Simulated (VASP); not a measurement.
Crystal: BP.

```xyz
2
Lattice="0.0000 2.2683 2.2683 2.2683 0.0000 2.2683 2.2683 2.2683 0.0000" Properties=species:S:1:pos:R:3 pbc="T T T"
B     0.0000    0.0000    0.0000
P     1.1342    1.1342    1.1342
```

Base run:

| Quantity | Value |
| --- | --- |
| Program | VASP 6.6.1 |
| Functional | LDA |
| Potentials or basis | VASP PAW LDA potentials, release 64 (B, P) |
| Cutoff | 520 eV |
| k mesh | 10 × 10 × 10 |
| Occupations | gaussian, width 0.01 eV |
| Spin | no spin polarisation |

Its results: band gap on the k mesh 1.19 eV, indirect (least direct gap 3.38 eV); pressure -5.2 GPa.

Q: The run is repeated on the same cell with these changes: functional from LDA to r2SCAN; potentials or basis from VASP PAW LDA potentials, release 64 (B, P) to VASP PAW PBE potentials, release 64 (B, P). What comes out?

A: Band gap on the k mesh 1.45 eV, indirect (least direct gap 3.64 eV); pressure -0.5 GPa.

Caveats: the PAW data sets were made with another functional, which shifts forces and pressure a little (some runs).

A k mesh can miss the band edges.
